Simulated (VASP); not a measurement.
## CaO: single point with PBE

Crystal: CaO.

```xyz
2
Lattice="0.0000 2.4065 2.4065 2.4065 0.0000 2.4065 2.4065 2.4065 0.0000" Properties=species:S:1:pos:R:3 pbc="T T T"
Ca    0.0000    0.0000    0.0000
O     2.4065    2.4065    2.4065
```

* Program: VASP 6.6.1
* Task: single point
* Functional: PBE
* Potentials or basis: VASP PAW PBE potentials, release 64 (Ca_sv, O)
* Cutoff: 520 eV
* k mesh: 12 × 12 × 12
* Occupations: gaussian, width 0.05 eV
* Spin: no spin polarisation

The pressure is 1.8 GPa and the band gap on the k mesh is 3.64 eV, indirect (least direct gap 4.01 eV).

Levels at points of the mesh, in eV from the valence-band top:
```
           k point  band 6  band 7  band 8  band 9  band 10  band 11
(0.00, 0.00, 0.00)    0.00    0.00    0.00    4.68     6.21     6.21
(0.50, 0.00, 0.00)   -2.63   -1.19   -1.19    7.03     8.33     8.33
(0.50, 0.50, 0.00)   -1.30   -0.38   -0.38    3.64     8.01     8.87
```

Run time: 26 s on 1 thread of AMD EPYC 7R43 64-Core Processor (Zen 3) (shared host), peak memory 0.14 GiB.

A k mesh can miss the band edges. Expect the measured gap to be larger: semilocal functionals such as PBE lack the derivative discontinuity.
